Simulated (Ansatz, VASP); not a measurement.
## Be3N2: VASP beside Ansatz

INCAR

```
PREC     = Accurate       # precision mode
ENCUT    = 520            # plane-wave cutoff, eV
EDIFF    = 1E-6           # SCF threshold, eV
ISMEAR   = 0              # smearing method
SIGMA    = 0.05           # smearing width, eV
LREAL    = F              # projectors in reciprocal space
LASPH    = T              # aspherical terms in the spheres
NELM     = 80             # most SCF steps
ALGO     = Normal         # electronic algorithm
ISIF     = 2              # what is computed and relaxed
LWAVE    = F              # write WAVECAR
LCHARG   = T              # write CHGCAR
LELF     = T              # ELF
LVHAR    = T            
NBANDS   = 16             # bands
```

KPOINTS

```
Automatic mesh
0
Gamma
  9 9 6
```

POSCAR

```
Be3N2
1.0
    2.8177777140      0.0000000000      0.0000000000
   -1.4088888570      2.4402670826      0.0000000000
    0.0000000000      0.0000000000      4.6670220000
Be N
3 2
Direct
    0.0242394103      0.0177444799      0.0092781371
    0.6909060770      0.3510778132      0.6589111371
    0.3575727436      0.6844111466      0.3596451371
    0.3333333333      0.6666666667      0.7470580000
    0.6666666667      0.3333333333      0.2529420000
```

Input for Ansatz:

```yaml
crystal:
  lattice:
    - [2.817777714, 0.0, 0.0]
    - [-1.408888857, 2.4402670826, 0.0]
    - [0.0, 0.0, 4.667022]
  atoms:
    - { symbol: Be, position: [0.0242394103, 0.0177444799, 0.0092781371] }
    - { symbol: Be, position: [0.690906077, 0.3510778132, 0.6589111371] }
    - { symbol: Be, position: [0.3575727436, 0.6844111466, 0.3596451371] }
    - { symbol: "N", position: [0.3333333333, 0.6666666667, 0.747058] }
    - { symbol: "N", position: [0.6666666667, 0.3333333333, 0.252942] }
basis:
  ecutwfc: 420
kpoints:
  mp_grid: { grid: [9, 9, 6] }
hamiltonian:
  xc: lda
scf:
  occupations: { method: gaussian, width: 0.05 }
output:
  forces: true
  stress: true
  eigenvalues: true
```

Change from the starting cell: all Be atoms moved +0.075 Å, as atom 1 along Cartesian [1 1 1].

Alike in both runs: task single point; functional LDA; k mesh 9 × 9 × 6; occupations gaussian, width 0.05 eV; no spin polarisation.

|  | VASP | Ansatz |
| --- | --- | --- |
| version | VASP 6.6.1 | Ansatz 0.2.0 |
| potentials or method | VASP PAW LDA potentials, release 64 (Be, N), cutoff 520 eV | scalar-relativistic, plane waves, PAW |
| valence electrons in the cell | 16 | 16 |

```tsv
	VASP	Ansatz	Ansatz less VASP
gap on the k mesh at the Fermi level (eV)	4.22	4.23	+0.010
least direct gap on the mesh (eV)	5.91	5.92	+0.010
pressure (GPa)	-8.6	-9.2	-0.58
traceless stress, the component that is largest in VASP (GPa)	0.85	0.85	+0.003
rms of the force components (eV/Å)	0.379	0.381	+0.0020
```

LDA's correlation is that of Perdew and Zunger in VASP and of Perdew and Wang (1992) in Ansatz. Atom by atom the forces differ by 0.004 eV/Å (rms over components).
